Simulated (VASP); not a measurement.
InP:

```
In P
1.0
     0.00000    2.93050    2.93050
     2.93050    0.00000    2.93050
     2.93050    2.93050    0.00000
In P
1 1
Direct
  0.00000 0.00000 0.00000
  0.75000 0.75000 0.75000
```

Base run:

| Quantity | Value |
| --- | --- |
| Program | VASP 6.6.1 |
| Functional | PBE |
| Potentials or basis | VASP PAW PBE potentials, release 64 (In_d, P) |
| Cutoff | 500 eV |
| k mesh | 8 × 8 × 8 |
| Occupations | gaussian, width 0.01 eV |
| Spin | no spin polarisation |

Its results: band gap on the k mesh 0.71 eV; pressure 3.3 GPa.

Q: The run is repeated on the same cell with these changes: k mesh from 8 × 8 × 8 to 2 × 2 × 2. What comes out?

A: Band gap on the k mesh 0.61 eV; pressure 7.3 GPa.

Caveats: some runs use coarse meshes; spin-orbit coupling is left out, which moves the levels of the heavy elements; the cell stands under pressure (at least some runs).

